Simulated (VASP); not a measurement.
# AgCl (Cmcm) in VASP: single point with PBEsol

Aim: the single point of AgCl with PBEsol.

All numbers are computed with VASP 6.6.1; they aren't measurements. Logs are shortened: lines on timing, memory, paths and dates and some standing lists are left out, and cuts for length are marked.

### 1 The cell of the first run

It takes space group Cmcm (No. 63, orthorhombic). The conventional cell has a = 3.854 Å, b = 11.447 Å, c = 3.924 Å, α = 90.00°, β = 90.00°, γ = 90.00°. Ag (site symmetry m2m) has 7 Cl at 2.77 to 3.34 Å and 2 Ag at 3.08 Å within 3.7 Å. Within 4.0 Å of Cl (site symmetry m2m) lie 7 Ag at 2.77 to 3.34 Å and 10 Cl at 3.65 to 3.92 Å.

### 2 Single point, PBEsol (equal xx and yy strain of +3 %)

The input, INCAR:

```
ALGO = Normal
EDIFF = 1E-7
ENCUT = 520
GGA = PS
ISIF = 2
ISMEAR = -1
LASPH = True
LCHARG = False
LREAL = False
LWAVE = False
NBANDS = 26
NELM = 60
PREC = Accurate
SIGMA = 0.03
```

The input, KPOINTS:

```
k-points
0
Gamma
  9 9 8
```

The input, POSCAR:

```
AgCl
1.0
    1.9270369941     -5.7232930929      0.0000000000
    1.9270369941      5.7232930929      0.0000000000
    0.0000000000      0.0000000000      3.9240373500
Ag Cl
2 2
Direct
    0.3965554000      0.6034446000      0.7500000000
    0.6034446000      0.3965554000      0.2500000000
    0.8654487300      0.1345512700      0.2500000000
    0.1345512700      0.8654487300      0.7500000000
```

Potentials or basis: VASP PAW PBE potentials, release 64 (Ag, Cl).

Launch:

```
$ cat potpaw_PBE.64/Ag/POTCAR potpaw_PBE.64/Cl/POTCAR > POTCAR
$ mpirun -np 1 vasp_std > vasp.out
```

OUTCAR:

```text
EDIFF = 1E-7
   ENCUT = 520
   GGA = PS
   ISIF = 2
   ISMEAR = -1
   LASPH = True
   LREAL = False
   NELM = 60
   PREC = Accurate

 ion  position               nearest neighbor table
   1  0.397  0.603  0.750-   3 2.77   3 2.77   3 2.77   3 2.77   4 3.00   2 3.08   2 3.08
   2  0.603  0.397  0.250-   4 2.77   4 2.77   4 2.77   4 2.77   3 3.00   1 3.08   1 3.08
   3  0.865  0.135  0.250-   1 2.77   1 2.77   1 2.77   1 2.77   2 3.00
   4  0.135  0.865  0.750-   2 2.77   2 2.77   2 2.77   2 2.77   1 3.00

  LATTYP: Found a base centered orthorhombic cell.
 ALAT       =     3.8540739882
 B/A-ratio  =     2.9699964819
 C/A-ratio  =     1.0181530925

  Lattice vectors:

 A1 = (   1.9270369941,  -5.7232930929,   0.0000000000)
 A2 = (   1.9270369941,   5.7232930929,   0.0000000000)
 A3 = (   0.0000000000,   0.0000000000,   3.9240373500)

Analysis of symmetry for initial positions (statically):
=====================================================================
 Subroutine PRICEL returns:
 Original cell was already a primitive cell.

 Routine SETGRP: Setting up the symmetry group for a
 base centered orthorhombic supercell.

 Subroutine GETGRP returns: Found  8 space group operations
 (whereof  4 operations were pure point group operations)
 out of a pool of  8 trial point group operations.

The static configuration has the point symmetry C_2h.
 The point group associated with its full space group is D_2h.

Analysis of symmetry for dynamics (positions and initial velocities):
=====================================================================
 Subroutine PRICEL returns:
 Original cell was already a primitive cell.

 Routine SETGRP: Setting up the symmetry group for a
 base centered orthorhombic supercell.

 Subroutine GETGRP returns: Found  8 space group operations
 (whereof  4 operations were pure point group operations)
 out of a pool of  8 trial point group operations.

The dynamic configuration has the point symmetry C_2h.
 The point group associated with its full space group is D_2h.

 Subroutine INISYM returns: Found  8 space group operations
 (whereof  4 operations are pure point group operations),
 and found     1 'primitive' translations

----------------------------------------------------------------------------------------

                                     Primitive cell

  volume of cell :      86.5564

  direct lattice vectors                    reciprocal lattice vectors
     1.927036994 -5.723293093  0.000000000     0.259465699 -0.087362292  0.000000000
     1.927036994  5.723293093  0.000000000     0.259465699  0.087362292  0.000000000
     0.000000000  0.000000000  3.924037350     0.000000000  0.000000000  0.254839572

  length of vectors
     6.039002848  6.039002848  3.924037350     0.273778412  0.273778412  0.254839572

  position of ions in fractional coordinates (direct lattice)
     0.396555400  0.603444600  0.750000000
     0.603444600  0.396555400  0.250000000
     0.865448730  0.134551270  0.250000000
     0.134551270  0.865448730  0.750000000

  ion indices of the primitive-cell ions
   primitive index   ion index
                 1           1
                 2           2
                 3           3
                 4           4

----------------------------------------------------------------------------------------

 KPOINTS: k-points

Automatic generation of k-mesh.
 Grid dimensions read from file:
 generate k-points for:    9    9    8

 Generating k-lattice:

  Cartesian coordinates                     Fractional coordinates (reciprocal lattice)
     0.028829522 -0.009706921  0.000000000     0.111111111 -0.000000000  0.000000000
     0.028829522  0.009706921  0.000000000    -0.000000000  0.111111111  0.000000000
     0.000000000  0.000000000  0.031854947     0.000000000  0.000000000  0.125000000

  Length of vectors
     0.030419824  0.030419824  0.031854947

  Shift w.r.t. Gamma in fractional coordinates (k-lattice)
     0.000000000  0.000000000  0.000000000

 Subroutine IBZKPT returns following result:
 ===========================================

 Found    125 irreducible k-points:

 Following reciprocal coordinates:
            Coordinates               Weight
  0.000000  0.000000  0.000000      1.000000
  0.111111 -0.000000  0.000000      4.000000
  0.222222 -0.000000  0.000000      4.000000
  0.333333 -0.000000  0.000000      4.000000
  0.444444 -0.000000  0.000000      4.000000
  0.111111  0.111111  0.000000      2.000000
[... 16 lines left out ...]
 -0.333333  0.333333  0.000000      2.000000
  0.444444  0.444444  0.000000      2.000000
 [... further k-points ...]
   k-points           NKPTS =    125   k-points in BZ     NKDIM =    125   number of bands    NBANDS=     26
   number of dos      NEDOS =    301   number of ions     NIONS =      4
   total plane-waves  NPLWV =  69120
   dimension x,y,z NGX =    48 NGY =   48 NGZ =   30
   dimension x,y,z NGXF=    96 NGYF=   96 NGZF=   60
   ions per type =               2   2
   NGX,Y,Z   is equivalent  to a cutoff of  13.21, 13.21, 12.71 a.u.
   NGXF,Y,Z  is equivalent  to a cutoff of  26.43, 26.43, 25.42 a.u.
 SYSTEM =  unknown system
   PREC   = accura    normal or accurate (medium, high low for compatibility)
   ISTART =      0    job   : 0-new  1-cont  2-samecut
   ICHARG =      2    charge: 1-file 2-atom 10-const
   ISPIN  =      1    spin polarized calculation?
   LNONCOLLINEAR =      F non collinear calculations
   LSORBIT =      F    spin-orbit coupling
   LASPH  =      T    aspherical Exc in radial PAW
   ENCUT  =  520.0 eV  38.22 Ry    6.18 a.u.  11.23 11.23  7.30*2*pi/ulx,y,z
   NELM   =     60;   NELMIN=  2; NELMDL= -5     # of ELM steps
   EDIFF  = 0.1E-06   stopping-criterion for ELM
   LREAL  =      F    real-space projection
   EDIFFG = 0.1E-05   stopping-criterion for IOM
   NSW    =      0    number of steps for IOM
   IBRION =     -1    ionic relax: 0-MD 1-quasi-New 2-CG
   NFREE  =      0    steps in history (QN), initial steepest desc. (CG)
   ISIF   =      2    stress and relaxation
   ISYM   =      2    0-nonsym 1-usesym 2-fastsym
   POTIM  = 0.5000    time-step for ionic-motion
   TEBEG  =    0.0;   TEEND  =   0.0 temperature during run
   PSTRESS=    0.0 pullay stress
   NELECT =      36.0000    total number of electrons
   NUPDOWN=      -1.0000    fix difference up-down
   EMIN   =  10.00;   EMAX   =-10.00  energy-range for DOS
   EFERMI =   0.00;   METHOD = LEGACY
   ISMEAR =    -1;   SIGMA  =   0.03  broadening in eV -4-tet -1-fermi 0-gaus
   EFERMI_NEDOS =   21; number of points for ismear=-14 and -15
   IALGO  =     38    algorithm
   IMIX   =      4    mixing-type and parameters
     AMIX     =   0.40;   BMIX     =  1.00
     AMIX_MAG =   1.60;   BMIX_MAG =  1.00
  volume/ion in A,a.u.               =      21.64       146.03
  Fermi-wavevector in a.u.,A,eV,Ry     =   1.222013  2.309270 20.317805  1.493317
  Thomas-Fermi vector in A             =   2.357175
   LORBIT       =      0    0 simple, 1 ext, 2 COOP (PROOUT), +10 PAW based schemes
   GGA     = PS    functional components
   LHFCALC =     F    Hartree Fock is set to
   AEXX    =    0.0000 exact exchange contribution
   IVDW    =     0    specifies the selected vdW correction
   LEPSILON=     F    determine dielectric tensor
   LRPA    =     F    only Hartree local field effects (RPA)
 non-spin polarized calculation
  energy-cutoff  :      520.00
  volume of cell :       86.56
 maximum number of plane-waves:      2346
 NGX is ok and might be reduce to    48
   NGX = 23   NGY = 23   NGZ = 15

 number of electron      36.0000004 magnetization

 Free energy of the ion-electron system (eV)
  ---------------------------------------------------
  ext. energy  EPLUGINS =         0.00000000
  ---------------------------------------------------
  free energy    TOTEN  =       -11.89645504 eV

  energy without entropy =      -11.89643710  energy(sigma->0) =      -11.89644607

 E-fermi :   3.6151     XC(G=0): -10.1803

 val. band max:        3.4064685510   @ k =   0.2222   0.2222   0.0000
 cond. band min:       3.7436182950   @ k =   0.0000   0.0000   0.0000
 fundamental gap:      0.3371497440
 Fermi energy:         3.6151336503

 k-point     1 :       0.0000    0.0000    0.0000
  band No.  band energies     occupation
      1     -11.3839      2.00000
      2     -10.8656      2.00000
      3      -0.7440      2.00000
      4       0.2693      2.00000
      5       0.3647      2.00000
      6       0.4769      2.00000
[... 18 lines left out ...]
     25      13.5567      0.00000
     26      14.3699      0.00000

 k-point     2 :       0.1111   -0.0000    0.0000
  band No.  band energies     occupation
      1     -11.3469      2.00000
      2     -10.8547      2.00000
      3      -0.7417      2.00000
      4      -0.0937      2.00000
      5       0.0656      2.00000
      6       0.2158      2.00000
[... 18 lines left out ...]
     25      14.0741      0.00000
     26      14.1068      0.00000

 k-point     3 :       0.2222   -0.0000    0.0000
  band No.  band energies     occupation
      1     -11.2478      2.00000
      2     -10.8296      2.00000
      3      -0.7358      2.00000
      4      -0.6926      2.00000
      5      -0.4716      2.00000
      6      -0.3162      2.00000
[... 18 lines left out ...]
     25      13.8891      0.00000
     26      14.4390      0.00000

 k-point     4 :       0.3333   -0.0000    0.0000
  band No.  band energies     occupation
      1     -11.1216      2.00000
      2     -10.8093      2.00000
      3      -1.2718      2.00000
      4      -1.0561      2.00000
      5      -0.6696      2.00000
      6      -0.6004      2.00000
[... 18 lines left out ...]
     25      13.1712      0.00000
     26      14.3874      0.00000

 k-point     5 :       0.4444   -0.0000    0.0000
  band No.  band energies     occupation
      1     -11.0242      2.00000
      2     -10.8079      2.00000
      3      -1.6267      2.00000
      4      -1.3349      2.00000
      5      -0.7446      2.00000
      6      -0.6372      2.00000
[... 18 lines left out ...]
     25      12.6765      0.00000
     26      14.2630      0.00000

 k-point     6 :       0.1111    0.1111    0.0000
  band No.  band energies     occupation
      1     -11.2610      2.00000
      2     -10.8160      2.00000
      3      -0.7689      2.00000
      4      -0.6525      2.00000
      5      -0.4757      2.00000
      6      -0.3276      2.00000
[... 427 lines left out ...]
 k-point    21 :       0.4444    0.3333    0.0000
  band No.  band energies     occupation
      1     -11.0787      2.00000
      2     -11.0013      2.00000
      3      -1.0186      2.00000
      4      -0.4969      2.00000
      5      -0.2007      2.00000
      6      -0.0679      2.00000
[... 18 lines left out ...]
     25      13.3292      0.00000
     26      14.1735      0.00000

 k-point    22 :      -0.4444    0.3333    0.0000
  band No.  band energies     occupation
      1     -11.1895      2.00000
      2     -11.0164      2.00000
      3      -0.5748      2.00000
      4      -0.3283      2.00000
      5       0.2172      2.00000
      6       0.3141      2.00000
[... 18 lines left out ...]
     25      13.3426      0.00000
     26      14.5956      0.00000

 k-point    23 :      -0.3333    0.3333    0.0000
  band No.  band energies     occupation
      1     -11.2577      2.00000
      2     -10.9962      2.00000
      3      -0.6092      2.00000
      4       0.0633      2.00000
      5       0.3960      2.00000
      6       0.5111      2.00000
[... 18 lines left out ...]
     25      13.6218      0.00000
     26      14.1086      0.00000

 k-point    24 :       0.4444    0.4444    0.0000
  band No.  band energies     occupation
      1     -11.1174      2.00000
      2     -11.0890      2.00000
      3      -0.4992      2.00000
      4      -0.4161      2.00000
      5       0.2794      2.00000
      6       0.2970      2.00000
[... 18 lines left out ...]
     25      13.4947      0.00000
     26      14.5178      0.00000

 [... further k-points ...]

------------------------ aborting loop because EDIFF is reached ----------------------------------------

  FORCE on cell =-STRESS in cart. coord.  units (eV):
  Direction    XX          YY          ZZ          XY          YZ          ZX
  --------------------------------------------------------------------------------------
  -------------------------------------------------------------------------------------
  Total       -3.1600097     -2.1279984     -3.0584840      0.0000000     -0.0000000      0.0000000
  in kB      -58.4924534    -39.3897028    -56.6131911      0.0000000     -0.0000000      0.0000000
  external PRESSURE =     -51.4984491 kB  Pullay stress =       0.0000000 kB

 VOLUME and BASIS-vectors are now :
 -----------------------------------------------------------------------------
  energy-cutoff  :      520.00
  volume of cell :       86.56
      direct lattice vectors                 reciprocal lattice vectors
     1.927036994 -5.723293093  0.000000000     0.259465699 -0.087362292  0.000000000
     1.927036994  5.723293093  0.000000000     0.259465699  0.087362292  0.000000000
     0.000000000  0.000000000  3.924037350     0.000000000  0.000000000  0.254839572

 POSITION                                       TOTAL-FORCE (eV/Angst)
 -----------------------------------------------------------------------------------
      1.92704      1.18409      2.94303         0.000000      0.013366      0.000000
      1.92704     -1.18409      0.98101         0.000000     -0.013366      0.000000
      1.92704     -4.18314      0.98101         0.000000     -0.064998     -0.000000
      1.92704      4.18314      2.94303         0.000000      0.064998     -0.000000
 -----------------------------------------------------------------------------------
    total drift:                                0.000000     -0.000000      0.000000

  FREE ENERGIE OF THE ION-ELECTRON SYSTEM (eV)
  ---------------------------------------------------
  free  energy   TOTEN  =       -11.8964550448 eV

  energy  without entropy=      -11.8964371028  energy(sigma->0) =      -11.89644607
```

It took 2.7 min on 1 thread of Intel Xeon 6975P-C (Granite Rapids), shared host; peak memory 0.41 GiB.

Results:

* Free energy: -11.8965 eV
* Pressure: -5.1 GPa
* Largest force: 0.065 eV/Å
* Band gap on the k mesh: 0.34 eV (least direct gap 1.77 eV)

Forces on the atoms (eV/Å):
```
Ag   0.000  0.013  0.000
Ag   0.000 -0.013  0.000
Cl   0.000 -0.065  0.000
Cl   0.000  0.065  0.000
```

Caveat: the cell differs from its parent crystal (equal xx and yy strain of +3 %); the cell stands under tension; semilocal functionals underestimate gaps, and a narrow one can read as zero; the PAW data sets were made with another functional, which shifts forces and pressure a little. A k mesh can miss the band edges.
